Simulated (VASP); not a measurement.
## MoS2: single point with PBEsol

MoS2:

```
Mo S
1.0
     3.22734    0.04075    0.00296
    -1.57838    2.80338    0.00625
     0.00578    0.01745    6.42731
Mo S
1 2
Direct
  0.00641 0.99869 0.49642
  0.33178 0.66895 0.25686
  0.67187 0.33274 0.74902
```

```yaml
Program: VASP 6.6.1
Task: single point
Functional: PBEsol
Potentials_or_basis: VASP PAW PBE potentials, release 64 (Mo_sv, S)
Cutoff: 520 eV
k_mesh: 6 × 6 × 3
Occupations: methfessel-paxton, width 0.1 eV
Spin: no spin polarisation
```

```yaml
Pressure: -7.3 GPa
Largest_force: 1.085 eV/Å
Band_gap_on_the_k_mesh: zero (band 13 reaches 7.08 eV, above the bottom of band 14 at 6.17 eV)
```

Forces in eV/Å, atoms in the order of the input:
```
Mo  -0.218  0.076  0.875
S    0.339 -0.061  0.203
S   -0.120 -0.015 -1.078
```

Stress tensor (GPa, compression positive):
```
-6.79 -2.80 -2.02
-2.80 -8.61  0.17
-2.02  0.17 -6.49
```

Levels at points of the mesh, in eV from the Fermi level:
| k point | band 11 | band 12 | band 13 | band 14 | band 15 | band 16 |
| --- | --- | --- | --- | --- | --- | --- |
| (0.00, 0.00, 0.00) | -1.09 | -0.95 | -0.78 | -0.29 | -0.12 | 2.94 |
| (0.50, 0.00, 0.00) | -3.14 | -1.71 | -1.50 | 0.91 | 1.65 | 3.47 |
| (0.00, 0.50, 0.00) | -3.14 | -1.76 | -1.54 | 0.91 | 1.67 | 3.42 |
| (0.50, 0.50, 0.00) | -3.05 | -1.83 | -1.74 | 0.98 | 1.69 | 3.38 |

It took 87 s on 1 thread of Intel Xeon 8259CL, with other jobs on the host, peak memory 0.21 GiB.

Caveat: the k points lie up to 0.37 Å⁻¹ apart; the PAW data sets were made with another functional, which shifts forces and pressure a little.
